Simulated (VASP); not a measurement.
# Cu (Fm-3m) in VASP: further runs

The runs below take Cu through relaxation of cell and atoms, with PBE.

All numbers are computed with VASP 6.6.1; they aren't measurements. Logs are shortened: lines on timing, memory, paths and dates and some standing lists are left out, and cuts for length are marked.

### Step 1. The cell of the first run

The structure is cubic, space group Fm-3m (No. 225). The conventional cell has a = 3.355 Å, b = 3.355 Å, c = 3.355 Å, α = 90.00°, β = 90.00°, γ = 90.00°. Cu (site symmetry m-3m) has 12 Cu at 2.37 Å within 3.1 Å.

### Step 2. Relaxation of cell and atoms, PBE, target pressure 60 GPa, at which the enthalpy is minimised

File INCAR:

```
SYSTEM = Cu
  PREC = Accurate
  ENCUT = 600
  EDIFF = 1E-6
  ISMEAR = -1
  SIGMA = 0.05
  LREAL = .FALSE.
  LASPH = .TRUE.
  NELM = 80
  ALGO = Normal
  ISIF = 3
  LWAVE = .FALSE.
  LCHARG = .FALSE.
  GGA = PE
  IBRION = 2
  NSW = 60
  EDIFFG = -0.005
  PSTRESS = 600.0
```

File KPOINTS:

```
regular mesh
0
G
  20 20 20
  0 0 0
```

File POSCAR:

```
Cu
1.0
    0.0000000000      1.6774709206      1.6774709206
    1.6774709206      0.0000000000      1.6774709206
    1.6774709206      1.6774709206      0.0000000000
Cu
1
Direct
    0.0000000000      0.0000000000      0.0000000000
```

Potentials or basis: VASP PAW PBE potentials, release 64 (Cu).

Launch:

```bash
$ cat potpaw_PBE.64/Cu/POTCAR > POTCAR
$ mpirun -np 1 vasp_std > vasp.out
```

OUTCAR:

```text
SYSTEM = Cu
   PREC = Accurate
   ENCUT = 600
   EDIFF = 1E-6
   ISMEAR = -1
   LREAL = .FALSE.
   LASPH = .TRUE.
   NELM = 80
   ISIF = 3
   GGA = PE
   IBRION = 2
   NSW = 60
   EDIFFG = -0.005
   PSTRESS = 600.0

 ion  position               nearest neighbor table
   1  0.000  0.000  0.000-

  LATTYP: Found a face centered cubic cell.
 ALAT       =     3.3549418412

  Lattice vectors:

 A1 = (   0.0000000000,   1.6774709206,   1.6774709206)
 A2 = (   1.6774709206,   0.0000000000,   1.6774709206)
 A3 = (   1.6774709206,   1.6774709206,   0.0000000000)

Analysis of symmetry for initial positions (statically):
=====================================================================
 Subroutine PRICEL returns:
 Original cell was already a primitive cell.

 Routine SETGRP: Setting up the symmetry group for a
 face centered cubic supercell.

 Subroutine GETGRP returns: Found 48 space group operations
 (whereof 48 operations were pure point group operations)
 out of a pool of 48 trial point group operations.

The static configuration has the point symmetry O_h .

Analysis of symmetry for dynamics (positions and initial velocities):
=====================================================================
 Subroutine PRICEL returns:
 Original cell was already a primitive cell.

 Routine SETGRP: Setting up the symmetry group for a
 face centered cubic supercell.

 Subroutine GETGRP returns: Found 48 space group operations
 (whereof 48 operations were pure point group operations)
 out of a pool of 48 trial point group operations.

The dynamic configuration has the point symmetry O_h .

 Subroutine INISYM returns: Found 48 space group operations
 (whereof 48 operations are pure point group operations),
 and found     1 'primitive' translations

----------------------------------------------------------------------------------------

                                     Primitive cell

  volume of cell :       9.4405

  direct lattice vectors                    reciprocal lattice vectors
     0.000000000  1.677470921  1.677470921    -0.298067760  0.298067760  0.298067760
     1.677470921  0.000000000  1.677470921     0.298067760 -0.298067760  0.298067760
     1.677470921  1.677470921  0.000000000     0.298067760  0.298067760 -0.298067760

  length of vectors
     2.372302126  2.372302126  2.372302126     0.516268505  0.516268505  0.516268505

  position of ions in fractional coordinates (direct lattice)
     0.000000000  0.000000000  0.000000000

  ion indices of the primitive-cell ions
   primitive index   ion index
                 1           1

----------------------------------------------------------------------------------------

 KPOINTS: regular mesh

Automatic generation of k-mesh.
 Grid dimensions read from file:
 generate k-points for:   20   20   20

 Generating k-lattice:

  Cartesian coordinates                     Fractional coordinates (reciprocal lattice)
    -0.014903388  0.014903388  0.014903388     0.050000000  0.000000000  0.000000000
     0.014903388 -0.014903388  0.014903388     0.000000000  0.050000000  0.000000000
     0.014903388  0.014903388 -0.014903388     0.000000000  0.000000000  0.050000000

  Length of vectors
     0.025813425  0.025813425  0.025813425

  Shift w.r.t. Gamma in fractional coordinates (k-lattice)
     0.000000000  0.000000000  0.000000000

 Subroutine IBZKPT returns following result:
 ===========================================

 Found    256 irreducible k-points:

 Following reciprocal coordinates:
            Coordinates               Weight
  0.000000  0.000000  0.000000      1.000000
  0.050000  0.000000  0.000000      8.000000
  0.100000  0.000000  0.000000      8.000000
  0.150000  0.000000  0.000000      8.000000
  0.200000  0.000000  0.000000      8.000000
  0.250000  0.000000  0.000000      8.000000
[... 16 lines left out ...]
 -0.400000  0.050000  0.000000     24.000000
 -0.350000  0.050000  0.000000     24.000000
 [... further k-points ...]
   k-points           NKPTS =    256   k-points in BZ     NKDIM =    256   number of bands    NBANDS=      9
   number of dos      NEDOS =    301   number of ions     NIONS =      1
   total plane-waves  NPLWV =   8000
   dimension x,y,z NGX =    20 NGY =   20 NGZ =   20
   dimension x,y,z NGXF=    40 NGYF=   40 NGZF=   40
   ions per type =               1
   NGX,Y,Z   is equivalent  to a cutoff of  14.02, 14.02, 14.02 a.u.
   NGXF,Y,Z  is equivalent  to a cutoff of  28.03, 28.03, 28.03 a.u.
 SYSTEM =  Cu
   PREC   = accura    normal or accurate (medium, high low for compatibility)
   ISTART =      0    job   : 0-new  1-cont  2-samecut
   ICHARG =      2    charge: 1-file 2-atom 10-const
   ISPIN  =      1    spin polarized calculation?
   LNONCOLLINEAR =      F non collinear calculations
   LSORBIT =      F    spin-orbit coupling
   LASPH  =      T    aspherical Exc in radial PAW
   ENCUT  =  600.0 eV  44.10 Ry    6.64 a.u.   4.74  4.74  4.74*2*pi/ulx,y,z
   NELM   =     80;   NELMIN=  2; NELMDL= -5     # of ELM steps
   EDIFF  = 0.1E-05   stopping-criterion for ELM
   LREAL  =      F    real-space projection
   EDIFFG = -.5E-02   stopping-criterion for IOM
   NSW    =     60    number of steps for IOM
   IBRION =      2    ionic relax: 0-MD 1-quasi-New 2-CG
   NFREE  =      1    steps in history (QN), initial steepest desc. (CG)
   ISIF   =      3    stress and relaxation
   ISYM   =      2    0-nonsym 1-usesym 2-fastsym
   POTIM  = 0.5000    time-step for ionic-motion
   TEBEG  =    0.0;   TEEND  =   0.0 temperature during run
   PSTRESS=  600.0 pullay stress
   NELECT =      11.0000    total number of electrons
   NUPDOWN=      -1.0000    fix difference up-down
   EMIN   =  10.00;   EMAX   =-10.00  energy-range for DOS
   EFERMI =   0.00;   METHOD = LEGACY
   ISMEAR =    -1;   SIGMA  =   0.05  broadening in eV -4-tet -1-fermi 0-gaus
   EFERMI_NEDOS =   21; number of points for ismear=-14 and -15
   IALGO  =     38    algorithm
   IMIX   =      4    mixing-type and parameters
     AMIX     =   0.40;   BMIX     =  1.00
     AMIX_MAG =   1.60;   BMIX_MAG =  1.00
  volume/ion in A,a.u.               =       9.44        63.71
  Fermi-wavevector in a.u.,A,eV,Ry     =   1.722691  3.255414 40.377526  2.967664
  Thomas-Fermi vector in A             =   2.798708
   LORBIT       =      0    0 simple, 1 ext, 2 COOP (PROOUT), +10 PAW based schemes
   GGA     = PE    functional components
   LHFCALC =     F    Hartree Fock is set to
   AEXX    =    0.0000 exact exchange contribution
   IVDW    =     0    specifies the selected vdW correction
   LEPSILON=     F    determine dielectric tensor
   LRPA    =     F    only Hartree local field effects (RPA)
 conjugate gradient relaxation of ions
 non-spin polarized calculation
  energy-cutoff  :      600.00
  volume of cell :        9.44
 maximum number of plane-waves:       332
   NGX =  9   NGY =  9   NGZ =  9

--------------------------------------- Ionic step        1  -------------------------------------------

 number of electron      11.0000002 magnetization

 Free energy of the ion-electron system (eV)
  ---------------------------------------------------
  ext. energy  EPLUGINS =         0.00000000
  ---------------------------------------------------
  free energy    TOTEN  =        -3.34683679 eV

  energy without entropy =       -3.34487868  energy(sigma->0) =       -3.34585774

------------------------ aborting loop because EDIFF is reached ----------------------------------------

  FORCE on cell =-STRESS in cart. coord.  units (eV):
  Direction    XX          YY          ZZ          XY          YZ          ZX
  --------------------------------------------------------------------------------------
  -------------------------------------------------------------------------------------
  Total        3.5785826      3.5785826      3.5785826     -0.0000000      0.0000000      0.0000000
  in kB      607.3326531    607.3326531    607.3326531     -0.0000000      0.0000000      0.0000000
  external PRESSURE =       7.3326531 kB  Pullay stress =     600.0000000 kB
[... 59 lines left out ...]
  enthalpy is  TOTEN    =         0.1887340713 eV   P V=        3.5575297571

--------------------------------------- Ionic step        3  -------------------------------------------

 number of electron      11.0000003 magnetization

 Free energy of the ion-electron system (eV)
  ---------------------------------------------------
  ext. energy  EPLUGINS =         0.00000000
  ---------------------------------------------------
  free energy    TOTEN  =        -3.35259685 eV

  energy without entropy =       -3.35063811  energy(sigma->0) =       -3.35161748

 E-fermi :  10.7415     XC(G=0): -14.0711

 val. band max:       10.7317352426   @ k =   0.4500   0.3500   0.0000
 cond. band min:      10.7822974552   @ k =   0.5000   0.2500   0.1000
 fundamental gap:      0.0505622126
 Fermi energy:        10.7415227398

 k-point     1 :       0.0000    0.0000    0.0000
  band No.  band energies     occupation
      1      -0.4899      2.00000
      2       6.8799      2.00000
      3       6.8799      2.00000
      4       6.8799      2.00000
      5       8.0408      2.00000
      6       8.0408      2.00000
      7      35.0180      0.00000
      8      39.4736      0.00000
      9      39.4736      0.00000
[... 265 lines left out ...]
 k-point    24 :      -0.3500    0.0500    0.0000
  band No.  band energies     occupation
      1       3.7647      2.00000
      2       6.9052      2.00000
      3       6.9635      2.00000
      4       7.0591      2.00000
      5       8.4772      2.00000
      6       8.8497      2.00000
      7      19.4536      0.00000
      8      32.9265      0.00000
      9      35.6208      0.00000

 [... further k-points ...]

------------------------ aborting loop because EDIFF is reached ----------------------------------------

  FORCE on cell =-STRESS in cart. coord.  units (eV):
  Direction    XX          YY          ZZ          XY          YZ          ZX
  --------------------------------------------------------------------------------------
  -------------------------------------------------------------------------------------
  Total        3.5416245      3.5416245      3.5416245      0.0000000     -0.0000000      0.0000000
  in kB      600.0892939    600.0892939    600.0892939      0.0000000     -0.0000000      0.0000000
  external PRESSURE =       0.0892939 kB  Pullay stress =     600.0000000 kB
[... 16 lines left out ...]
  FREE ENERGIE OF THE ION-ELECTRON SYSTEM (eV)
  ---------------------------------------------------
  free  energy   TOTEN  =        -3.3525968550 eV

  energy  without entropy=       -3.3506381131  energy(sigma->0) =       -3.35161748

  enthalpy is  TOTEN    =         0.1885006416 eV   P V=        3.5410974966

 reached required accuracy - stopping structural energy minimisation
```

Wall time 71 s (1 thread of Intel Xeon 8259CL, shared host); peak memory 0.15 GiB.

Results:

```
Free energy                                                : -3.3526 eV
Relaxed volume                                             : 9.46 Å³/atom
Relaxed cell                                               : a = 2.374 Å, b = 2.374 Å, c = 2.374 Å, α = 60.00°, β = 60.00°, γ = 60.00°
Space group after relaxing (to 0.1 Å)                      : Fm-3m (No. 225)
Energy change on relaxing (the run minimises the enthalpy) : -5.8 meV/atom
Ionic steps                                                : 3
Pressure after relaxing                                    : 60.0 GPa
Band gap on the k mesh                                     : zero (an odd number of electrons rules out a gap without spin polarisation)
```

The path:
```tsv
step	energy change (eV)	largest force (eV/Å)	pressure (GPa)	volume (Å³)
1	0.0000	0.0000	60.73	9.44
2	-0.0220	0.0000	58.48	9.50
3	-0.0058	0.0000	60.01	9.46
```

Final structure:
```xyz
1
Lattice="0.0000 1.6784 1.6784 1.6784 0.0000 1.6784 1.6784 1.6784 0.0000" Properties=species:S:1:pos:R:3 pbc="T T T"
Cu    0.0000    0.0000    0.0000
```

Caveat: the cell is relaxed towards a set pressure, so the run minimises the enthalpy, not the energy.

### Step 3. Relaxation of cell and atoms, PBE, target pressure 60 GPa, at which the enthalpy is minimised

File INCAR:

```
  PREC = Accurate
  ENCUT = 600
  EDIFF = 1E-6
  ISMEAR = -1
  SIGMA = 0.05
  LREAL = False
  LASPH = True
  NELM = 100
  ALGO = Normal
  ISIF = 3
  LWAVE = False
  LCHARG = False
  GGA = PE
  IBRION = 2
  NSW = 32
  EDIFFG = -0.005
  PSTRESS = 600.0
```

File KPOINTS:

```
Automatic mesh
0
Gamma
  20 20 20
```

File POSCAR:

```
Cu
1.0
    0.0000000000      1.6775142840      1.6775142840
    1.6775142840      0.0000000000      1.6775142840
    1.6775142840      1.6775142840      0.0000000000
Cu
1
Direct
    0.0000000000      0.0000000000      0.0000000000
```

Potentials or basis: VASP PAW PBE potentials, release 64 (Cu).

Launch:

```bash
$ cat potpaw_PBE.64/Cu/POTCAR > POTCAR
$ mpirun -np 1 vasp_std > vasp.out
```

It took 70 s on 1 thread of Intel Xeon 8259CL, shared host; peak memory 0.15 GiB.

It converged, with:

```yaml
Free_energy: -3.3526 eV
Relaxed_volume: 9.46 Å³/atom
Relaxed_cell: a = 2.374 Å, b = 2.374 Å, c = 2.374 Å, α = 60.00°, β = 60.00°, γ = 60.00°
Space_group_after_relaxing_to_0.1_Å: Fm-3m (No. 225)
Energy_change_on_relaxing_the_run_minimises_the_enthalpy: -5.5 meV/atom
Ionic_steps: 3
Pressure_after_relaxing: 60.0 GPa
Band_gap_on_the_k_mesh: zero (an odd number of electrons rules out a gap without spin polarisation)
```

Step by step:
| step | energy change (eV) | largest force (eV/Å) | pressure (GPa) | volume (Å³) |
| --- | --- | --- | --- | --- |
| 1 | 0.0000 | 0.0000 | 60.70 | 9.44 |
| 2 | -0.0210 | 0.0000 | 58.55 | 9.50 |
| 3 | -0.0055 | 0.0000 | 60.01 | 9.46 |

Final structure:
```
Cu
1.0
     0.00000    1.67838    1.67838
     1.67838    0.00000    1.67838
     1.67838    1.67838    0.00000
Cu
1
Direct
  0.00000 0.00000 0.00000
```

Levels at points of the mesh, in eV from the Fermi level:
```
           k point  band 2  band 3  band 4  band 5  band 6  band 7  band 8  band 9
(0.00, 0.00, 0.00)   -3.86   -3.86   -3.86   -2.70   -2.70   24.28   28.73   28.73
(0.50, 0.00, 0.00)   -3.92   -3.92   -1.90   -1.90   -1.75    4.99   22.67   25.71
(0.50, 0.50, 0.00)   -5.82   -1.93   -1.70   -1.70    1.30    8.76   14.88   14.88
```

Caveat: the cell is relaxed towards a set pressure, so the run minimises the enthalpy, not the energy.
